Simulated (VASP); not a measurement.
Here is a VASP 6.6.1 calculation.

INCAR

```
PREC = Accurate ; ENCUT = 520
EDIFF = 1E-6 ; ISMEAR = -1
SIGMA = 0.1 ; LREAL = False
LASPH = True ; NELM = 60
ALGO = Normal ; ISIF = 2
LWAVE = False ; LCHARG = False
GGA = PE ; NBANDS = 12
```

KPOINTS

```
regular mesh
0
Gamma
  12 12 12
```

The input POSCAR:

```
P
1.0
    0.0000000000      2.5474101822      2.5474101822
    2.5474101822      0.0000000000      2.5474101822
    2.5474101822      2.5474101822      0.0000000000
P
2
Direct
   -0.1250000000     -0.1250000000     -0.1250000000
    0.1250000000      0.1250000000      0.1250000000
```

Potentials or basis: VASP PAW PBE potentials, release 64 (P).

Command:

```bash
$ cat potpaw_PBE.64/P/POTCAR > POTCAR
$ mpirun -np 1 vasp_std > vasp.out
```

(1) What does it give for the pressure?

(2) Predict the band gap on the k mesh.

Answers

(1) 14.2 GPa.

(2) zero (bands 5 and 6 overlap by 3.96 eV).

Caveat: the cell stands under pressure.
